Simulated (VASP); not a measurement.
# Ir (Fm-3m) in VASP: further runs, part 2 of 2

VASP 6.6.1. Earlier steps stand in the parts before.

## 3. Single point, r2SCAN

POSCAR

```
Ir
1.0
    0.0000000000      1.9228496764      1.9228496764
    1.9228496764      0.0000000000      1.9228496764
    1.9228496764      1.9228496764      0.0000000000
Ir
1
Direct
    0.0000000000      0.0000000000      0.0000000000
```

INCAR.step1

```
SYSTEM = Ir
  PREC = Accurate
  ENCUT = 620
  ISMEAR = 1
  SIGMA = 0.3
  LREAL = .FALSE.
  LASPH = .TRUE.
  NELM = 120
  NBANDS = 14
  GGA = PE
  ALGO = Normal
  EDIFF = 1E-5
  LWAVE = .TRUE.
  LCHARG = .FALSE.
  GGA_COMPAT = .FALSE.
```

INCAR.step2

```
SYSTEM = Ir
  PREC = Accurate
  ENCUT = 620
  EDIFF = 1E-6
  ISMEAR = 1
  SIGMA = 0.3
  LREAL = .FALSE.
  LASPH = .TRUE.
  NELM = 120
  ALGO = Normal
  ISIF = 2
  LWAVE = .FALSE.
  LCHARG = .FALSE.
  METAGGA = R2SCAN
  LMIXTAU = .TRUE.
  NBANDS = 14
  ISTART = 1
  GGA_COMPAT = .FALSE.
```

KPOINTS

```
regular mesh
0
G
  14 14 14
  0 0 0
```

Potentials or basis: VASP PAW PBE potentials, release 64 (Ir_sv_GW).

The run is started by

```
$ cat potpaw_PBE.64/Ir_sv_GW/POTCAR > POTCAR
$ cp INCAR.step1 INCAR
$ mpirun -np 1 vasp_std > vasp.out
$ cp INCAR.step2 INCAR
$ mpirun -np 1 vasp_std > vasp.out
```

OUTCAR:

```text
SYSTEM = Ir
   PREC = Accurate
   ENCUT = 620
   EDIFF = 1E-6
   ISMEAR = 1
   LREAL = .FALSE.
   LASPH = .TRUE.
   NELM = 120
   ISIF = 2
   METAGGA = R2SCAN
   ISTART = 1

 ion  position               nearest neighbor table
   1  0.000  0.000  0.000-

  LATTYP: Found a face centered cubic cell.
 ALAT       =     3.8456993528

  Lattice vectors:

 A1 = (   0.0000000000,   1.9228496764,   1.9228496764)
 A2 = (   1.9228496764,   0.0000000000,   1.9228496764)
 A3 = (   1.9228496764,   1.9228496764,   0.0000000000)

Analysis of symmetry for initial positions (statically):
=====================================================================
 Subroutine PRICEL returns:
 Original cell was already a primitive cell.

 Routine SETGRP: Setting up the symmetry group for a
 face centered cubic supercell.

 Subroutine GETGRP returns: Found 48 space group operations
 (whereof 48 operations were pure point group operations)
 out of a pool of 48 trial point group operations.

The static configuration has the point symmetry O_h .

Analysis of symmetry for dynamics (positions and initial velocities):
=====================================================================
 Subroutine PRICEL returns:
 Original cell was already a primitive cell.

 Routine SETGRP: Setting up the symmetry group for a
 face centered cubic supercell.

 Subroutine GETGRP returns: Found 48 space group operations
 (whereof 48 operations were pure point group operations)
 out of a pool of 48 trial point group operations.

The dynamic configuration has the point symmetry O_h .

 Subroutine INISYM returns: Found 48 space group operations
 (whereof 48 operations are pure point group operations),
 and found     1 'primitive' translations

----------------------------------------------------------------------------------------

                                     Primitive cell

  volume of cell :      14.2189

  direct lattice vectors                    reciprocal lattice vectors
     0.000000000  1.922849676  1.922849676    -0.260030727  0.260030727  0.260030727
     1.922849676  0.000000000  1.922849676     0.260030727 -0.260030727  0.260030727
     1.922849676  1.922849676  0.000000000     0.260030727  0.260030727 -0.260030727

  length of vectors
     2.719320091  2.719320091  2.719320091     0.450386431  0.450386431  0.450386431

  position of ions in fractional coordinates (direct lattice)
     0.000000000  0.000000000  0.000000000

  ion indices of the primitive-cell ions
   primitive index   ion index
                 1           1

----------------------------------------------------------------------------------------

 KPOINTS: regular mesh

Automatic generation of k-mesh.
 Grid dimensions read from file:
 generate k-points for:   14   14   14

 Generating k-lattice:

  Cartesian coordinates                     Fractional coordinates (reciprocal lattice)
    -0.018573623  0.018573623  0.018573623     0.071428571  0.000000000  0.000000000
     0.018573623 -0.018573623  0.018573623     0.000000000  0.071428571  0.000000000
     0.018573623  0.018573623 -0.018573623     0.000000000  0.000000000  0.071428571

  Length of vectors
     0.032170459  0.032170459  0.032170459

  Shift w.r.t. Gamma in fractional coordinates (k-lattice)
     0.000000000  0.000000000  0.000000000

 Subroutine IBZKPT returns following result:
 ===========================================

 Found    104 irreducible k-points:

 Following reciprocal coordinates:
            Coordinates               Weight
  0.000000  0.000000  0.000000      1.000000
  0.071429  0.000000  0.000000      8.000000
  0.142857  0.000000  0.000000      8.000000
  0.214286  0.000000  0.000000      8.000000
  0.285714  0.000000  0.000000      8.000000
  0.357143  0.000000  0.000000      8.000000
[... 16 lines left out ...]
  0.214286  0.142857  0.000000     24.000000
  0.285714  0.142857  0.000000     24.000000
 [... further k-points ...]
   k-points           NKPTS =    104   k-points in BZ     NKDIM =    104   number of bands    NBANDS=     14
   number of dos      NEDOS =    301   number of ions     NIONS =      1
   total plane-waves  NPLWV =  13824
   dimension x,y,z NGX =    24 NGY =   24 NGZ =   24
   dimension x,y,z NGXF=    48 NGYF=   48 NGZF=   48
   ions per type =               1
   NGX,Y,Z   is equivalent  to a cutoff of  14.67, 14.67, 14.67 a.u.
   NGXF,Y,Z  is equivalent  to a cutoff of  29.34, 29.34, 29.34 a.u.
 SYSTEM =  Ir
   PREC   = accura    normal or accurate (medium, high low for compatibility)
   ISTART =      1    job   : 0-new  1-cont  2-samecut
   ICHARG =      0    charge: 1-file 2-atom 10-const
   ISPIN  =      1    spin polarized calculation?
   LNONCOLLINEAR =      F non collinear calculations
   LSORBIT =      F    spin-orbit coupling
   LASPH  =      T    aspherical Exc in radial PAW
   ENCUT  =  620.0 eV  45.57 Ry    6.75 a.u.   5.52  5.52  5.52*2*pi/ulx,y,z
   NELM   =    120;   NELMIN=  2; NELMDL=  0     # of ELM steps
   EDIFF  = 0.1E-05   stopping-criterion for ELM
   LREAL  =      F    real-space projection
[... 7 lines left out ...]
   TEBEG  =    0.0;   TEEND  =   0.0 temperature during run
   PSTRESS=    0.0 pullay stress
   NELECT =      17.0000    total number of electrons
   NUPDOWN=      -1.0000    fix difference up-down
   EMIN   =  10.00;   EMAX   =-10.00  energy-range for DOS
   EFERMI =   0.00;   METHOD = LEGACY
   ISMEAR =     1;   SIGMA  =   0.30  broadening in eV -4-tet -1-fermi 0-gaus
   EFERMI_NEDOS =   21; number of points for ismear=-14 and -15
   IALGO  =     38    algorithm
   IMIX   =      4    mixing-type and parameters
     AMIX     =   0.40;   BMIX     =  1.00
     AMIX_MAG =   1.60;   BMIX_MAG =  1.00
  volume/ion in A,a.u.               =      14.22        95.95
  Fermi-wavevector in a.u.,A,eV,Ry     =   1.737544  3.283482 41.076793  3.019059
  Thomas-Fermi vector in A             =   2.810747
   LORBIT       =      0    0 simple, 1 ext, 2 COOP (PROOUT), +10 PAW based schemes
   METAGGA = R2SCAN    functional components
   LHFCALC =     F    Hartree Fock is set to
   AEXX    =    0.0000 exact exchange contribution
   IVDW    =     0    specifies the selected vdW correction
   LEPSILON=     F    determine dielectric tensor
   LRPA    =     F    only Hartree local field effects (RPA)
 non-spin polarized calculation
 Methfessel and Paxton  Order N= 1 SIGMA  =   0.30
  energy-cutoff  :      620.00
  volume of cell :       14.22
 maximum number of plane-waves:       531
 NGX is ok and might be reduce to    24
   NGX = 11   NGY = 11   NGZ = 11

 number of electron      17.0000000 magnetization

 Free energy of the ion-electron system (eV)
  ---------------------------------------------------
  ext. energy  EPLUGINS =         0.00000000
  ---------------------------------------------------
  free energy    TOTEN  =       -52.90023615 eV

  energy without entropy =      -52.89612529  energy(sigma->0) =      -52.89886587

 E-fermi :  12.4748     XC(G=0): -15.8619

 val. band max:       12.4502138005   @ k =   0.4286   0.2857   0.0714
 cond. band min:      12.4869217117   @ k =   0.5000   0.4286   0.0000
 fundamental gap:      0.0367079113
 Fermi energy:        12.4747717166

 k-point     1 :       0.0000    0.0000    0.0000
  band No.  band energies     occupation
      1     -82.4812      2.00000
      2     -38.2790      2.00000
      3     -38.2790      2.00000
      4     -38.2790      2.00000
      5       1.1178      2.00000
      6       8.5974      2.00000
      7       8.5974      2.00000
      8       8.5974      2.00000
      9      11.2837      2.00000
     10      11.2837      2.00000
     11      26.8456      0.00000
     12      32.6150      0.00000
     13      32.6150      0.00000
     14      32.6150      0.00000
[... 375 lines left out ...]
 k-point    24 :       0.2857    0.1429    0.0000
  band No.  band energies     occupation
      1     -82.4373      2.00000
      2     -38.6965      2.00000
      3     -38.3955      2.00000
      4     -38.3865      2.00000
      5       3.9757      2.00000
      6       7.1910      2.00000
      7       8.9319      2.00000
      8       9.7269      2.00000
      9      11.1024      2.00000
     10      12.2730      1.89974
     11      28.0135      0.00000
     12      30.6593      0.00000
     13      33.1277      0.00000
     14      34.0011      0.00000

 [... further k-points ...]

------------------------ aborting loop because EDIFF is reached ----------------------------------------

  FORCE on cell =-STRESS in cart. coord.  units (eV):
  Direction    XX          YY          ZZ          XY          YZ          ZX
  --------------------------------------------------------------------------------------
  -------------------------------------------------------------------------------------
  Total       -0.1071299     -0.1071299     -0.1071299      0.0000000     -0.0000000     -0.0000000
  in kB      -12.0713380    -12.0713380    -12.0713380      0.0000000     -0.0000000     -0.0000000
  external PRESSURE =     -12.0713380 kB  Pullay stress =       0.0000000 kB

 VOLUME and BASIS-vectors are now :
 -----------------------------------------------------------------------------
  energy-cutoff  :      620.00
  volume of cell :       14.22
      direct lattice vectors                 reciprocal lattice vectors
     0.000000000  1.922849676  1.922849676    -0.260030727  0.260030727  0.260030727
     1.922849676  0.000000000  1.922849676     0.260030727 -0.260030727  0.260030727
     1.922849676  1.922849676  0.000000000     0.260030727  0.260030727 -0.260030727

 POSITION                                       TOTAL-FORCE (eV/Angst)
 -----------------------------------------------------------------------------------
      0.00000      0.00000      0.00000        -0.000000      0.000000     -0.000000
 -----------------------------------------------------------------------------------
    total drift:                               -0.000000      0.000000      0.000000

  FREE ENERGIE OF THE ION-ELECTRON SYSTEM (eV)
  ---------------------------------------------------
  free  energy   TOTEN  =       -52.9002361519 eV

  energy  without entropy=      -52.8961252946  energy(sigma->0) =      -52.89886587
```

It took 33 s on 1 thread of Intel Xeon 6975P-C (Granite Rapids), shared host; peak memory 0.17 GiB.

Results:

- Free energy: -52.9002 eV
- Pressure: -1.2 GPa
- Band gap on the k mesh: zero (an odd number of electrons rules out a gap without spin polarisation)

Caveat: the PAW data sets were made with another functional, which shifts forces and pressure a little; spin-orbit coupling is left out, which moves the levels of the heavy elements.

## 4. Single point, r2SCAN

POSCAR is that of step 3.

INCAR.step1

```
  PREC = Accurate
  ENCUT = 620
  ISMEAR = 1
  SIGMA = 0.6
  LREAL = False
  LASPH = True
  NELM = 120
  NBANDS = 14
  GGA = PE
  ALGO = Normal
  EDIFF = 1E-5
  LWAVE = True
  LCHARG = False
  GGA_COMPAT = False
```

INCAR.step2

```
  PREC = Accurate
  ENCUT = 620
  EDIFF = 1E-6
  ISMEAR = 1
  SIGMA = 0.6
  LREAL = False
  LASPH = True
  NELM = 120
  ALGO = Normal
  ISIF = 2
  LWAVE = False
  LCHARG = False
  METAGGA = R2SCAN
  LMIXTAU = True
  NBANDS = 14
  ISTART = 1
  GGA_COMPAT = False
```

KPOINTS

```
Automatic mesh
0
Gamma
  14 14 14
```

The run is started by

```
$ cat potpaw_PBE.64/Ir_sv_GW/POTCAR > POTCAR
$ cp INCAR.step1 INCAR
$ mpirun -np 1 vasp_std > vasp.out
$ cp INCAR.step2 INCAR
$ mpirun -np 1 vasp_std > vasp.out
```

Wall time 76 s (1 thread of AMD EPYC 9R45 (Zen 5), shared host); peak memory 0.14 GiB.

It converged, with:

```
Free energy            : -52.9006 eV
Pressure               : -1.3 GPa
Band gap on the k mesh : zero (an odd number of electrons rules out a gap without spin polarisation)
```

Levels at points of the mesh, in eV from the Fermi level:
```csv
k point,band 5,band 6,band 7,band 8,band 9,band 10,band 11,band 12
"(0.00, 0.00, 0.00)",-11.41,-3.93,-3.93,-3.93,-1.25,-1.25,14.31,20.08
"(0.50, 0.00, 0.00)",-8.31,-4.09,-4.09,-0.65,0.96,0.96,7.68,14.07
"(0.50, 0.50, 0.00)",-8.10,-7.53,0.87,1.60,1.60,1.79,11.09,12.07
```

Caveat: so wide a smearing shifts energies and pressures; the PAW data sets were made with another functional, which shifts forces and pressure a little; spin-orbit coupling is left out, which moves the levels of the heavy elements.

## 5. Single point, r2SCAN

POSCAR is that of step 4.

INCAR.step1

```
ALGO = Normal ; EDIFF = 1E-5
ENCUT = 620 ; GGA = PE
GGA_COMPAT = False ; ISMEAR = 1
LASPH = True ; LCHARG = False
LREAL = False ; LWAVE = True
NBANDS = 14 ; NELM = 120
PREC = Accurate ; SIGMA = 1.0
```

INCAR.step2

```
ALGO = Normal ; EDIFF = 1E-6
ENCUT = 620 ; GGA_COMPAT = False
ISIF = 2 ; ISMEAR = 1
ISTART = 1 ; LASPH = True
LCHARG = True ; LELF = True
LMIXTAU = True ; LREAL = False
LVHAR = True ; LWAVE = False
METAGGA = R2SCAN ; NBANDS = 14
NELM = 120 ; PREC = Accurate
SIGMA = 1.0
```

KPOINTS

```
k-points
0
Gamma
  14 14 14
```

The run is started by

```
$ cat potpaw_PBE.64/Ir_sv_GW/POTCAR > POTCAR
$ cp INCAR.step1 INCAR
$ mpirun -np 1 vasp_std > vasp.out
$ cp INCAR.step2 INCAR
$ mpirun -np 1 vasp_std > vasp.out
```

Wall time 2.9 min (1 thread of AMD EPYC 7R43 (Zen 3), shared host); peak memory 0.13 GiB.

The run converged. Its results:

```
Free energy            : -52.9008 eV
Pressure               : -1.1 GPa
Band gap on the k mesh : zero (an odd number of electrons rules out a gap without spin polarisation)
```

Levels at points of the mesh, in eV from the Fermi level:
```tsv
k point	band 4	band 5	band 6	band 7	band 8	band 9	band 10	band 11	band 12	band 13
(0.00, 0.00, 0.00)	-50.79	-11.39	-3.91	-3.91	-3.91	-1.22	-1.22	14.34	20.11	20.11
(0.50, 0.00, 0.00)	-50.90	-8.29	-4.06	-4.06	-0.63	0.99	0.99	7.70	14.09	20.05
(0.50, 0.50, 0.00)	-51.09	-8.08	-7.50	0.89	1.62	1.62	1.81	11.11	12.09	12.09
```

Caveat: so wide a smearing shifts energies and pressures; the PAW data sets were made with another functional, which shifts forces and pressure a little; spin-orbit coupling is left out, which moves the levels of the heavy elements.

## 6. Summary

| k mesh | smearing | gap on the mesh (eV) | pressure (GPa) |
| --- | --- | --- | --- |
| 15 × 15 × 15 | fermi-dirac 0.1 eV | none | -1.3 |
| 14 × 14 × 14 | methfessel-paxton 0.3 eV | none | -1.2 |
| 14 × 14 × 14 | methfessel-paxton 0.6 eV | none | -1.3 |
| 14 × 14 × 14 | methfessel-paxton 1 eV | none | -1.1 |

Alike in all rows: task single point; level r2SCAN; potentials or basis VASP PAW PBE potentials, release 64 (Ir_sv_GW); no spin polarisation; cell as given; cutoff (eV) 620.

Caveats: the PAW data sets were made with another functional, which shifts forces and pressure a little; spin-orbit coupling is left out, which moves the levels of the heavy elements; so wide a smearing shifts energies and pressures (at least some runs).

Absolute energies hang on the potentials; compare differences alone.

The gap in the log of VASP goes by the Fermi energy; the results here count the filled bands.